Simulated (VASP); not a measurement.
The system is Mo.

```xyz
1
Lattice="2.5800 0.0000 0.0000 0.0000 2.5800 0.0000 0.0000 0.0000 2.5800" Properties=species:S:1:pos:R:3 pbc="T T T"
Mo    0.0000    0.0000    0.0000
```

| Item | Value |
| --- | --- |
| Program | VASP 6.6.1 |
| Task | relaxation of cell and atoms |
| Functional | PBE |
| Potentials or basis | VASP PAW PBE potentials, release 64 (Mo_sv) |
| Cutoff | 600 eV |
| k mesh | 9 × 9 × 9 |
| Occupations | gaussian, width 0.05 eV |
| Spin | no spin polarisation |

At the start: pressure 5.2 GPa; volume 17.17 Å³/atom.

Task: How do energy, volume and symmetry change on relaxing?

Result: Over 3 steps the energy falls by 7.1 meV/atom and the volume is 17.63 Å³/atom (+2.6 %); space group Pm-3m (No. 221, to 0.05 Å).

The path:
```
step  energy change (eV)  largest force (eV/Å)  pressure (GPa)  volume (Å³)
   1              0.0000                0.0000            5.23        17.17
   2              0.0230                0.0000           -9.31        18.61
   3             -0.0071                0.0000           -0.08        17.63
```

Final structure:
```xyz
1
Lattice="2.6026 0.0000 0.0000 0.0000 2.6026 0.0000 0.0000 0.0000 2.6026" Properties=species:S:1:pos:R:3 pbc="T T T"
Mo    0.0000    0.0000    0.0000
```
